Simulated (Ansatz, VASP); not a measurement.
**CdHg3Se4: VASP beside Ansatz**

```
CELL_PARAMETERS angstrom
-3.12930 3.12930 6.26060
3.12930 -3.12930 6.26060
3.12930 3.12930 -6.26060
ATOMIC_POSITIONS crystal
Cd 0.50000 0.50000 0.00000
Hg 0.00000 0.00000 0.00000
Hg 0.75000 0.25000 0.50000
Hg 0.25000 0.75000 0.50000
Se 0.37587 0.37587 0.50333
Se 0.12746 0.62413 0.00000
Se 0.87254 0.87254 0.49667
Se 0.62413 0.12746 0.00000
```

Alike in both runs: functional PBE; k mesh 4 × 4 × 4; occupations gaussian, width 0.1 eV; no spin polarisation.

Ansatz relaxed the structure, and its values are those at the end. VASP's run is a single point on that final structure, the one shown.

|  | VASP | Ansatz |
| --- | --- | --- |
| version | VASP 6.6.1 | Ansatz 0.2.0 |
| potentials or method | VASP PAW PBE potentials, release 64 (Cd, Hg, Se), cutoff 520 eV | scalar-relativistic, plane waves, PAW |
| valence electrons in the cell | 72 | 144 |

```tsv
	VASP	Ansatz	Ansatz less VASP
gap on the k mesh at the Fermi level (eV)	none	none	-
pressure (GPa)	-0.1	-0.3	-0.20
rms of the force components (eV/Å)	0.004	0.004	-0.0003
```

A gap of «none» marks a metal or a gap that the smearing closes. VASP's potentials hold 72 valence electrons a cell and Ansatz's 144, so a difference there can come from the potentials and not from the codes.

Neither program's run includes spin-orbit coupling.
